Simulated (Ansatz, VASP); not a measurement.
# One calculation of Na4Y3N, two programs

```
CELL_PARAMETERS angstrom
5.90433 0.00000 0.00000
0.00000 5.90433 0.00000
0.00000 0.00000 5.90433
ATOMIC_POSITIONS crystal
Na 0.50000 0.50000 0.50000
Na 0.00000 0.50000 0.50000
Na 0.50000 0.00000 0.50000
Na 0.50000 0.50000 0.00000
Y 0.50000 0.00000 0.00000
Y 0.00000 0.50000 0.00000
Y 0.00000 0.00000 0.50000
N 0.00000 0.00000 0.00000
```

Alike in both runs: functional PBE; k mesh 6 × 6 × 6; occupations gaussian, width 0.1 eV; no spin polarisation.

Ansatz relaxed the structure, and its values are those at the end. VASP's run is a single point on that final structure, the one shown.

|  | VASP | Ansatz |
| --- | --- | --- |
| version | VASP 6.6.1 | Ansatz 0.2.0 |
| potentials or method | VASP PAW PBE potentials, release 64 (Na_pv, Y_sv, N), cutoff 520 eV | scalar-relativistic, plane waves, PAW |
| valence electrons in the cell | 66 | 74 |

```tsv
	VASP	Ansatz	Ansatz less VASP
gap on the k mesh at the Fermi level (eV)	none	none	-
pressure (GPa)	0.0	0.0	0.00
```

A gap of «none» marks a metal or a gap that the smearing closes. VASP's potentials hold 66 valence electrons a cell and Ansatz's 74, so a difference there can come from the potentials and not from the codes.
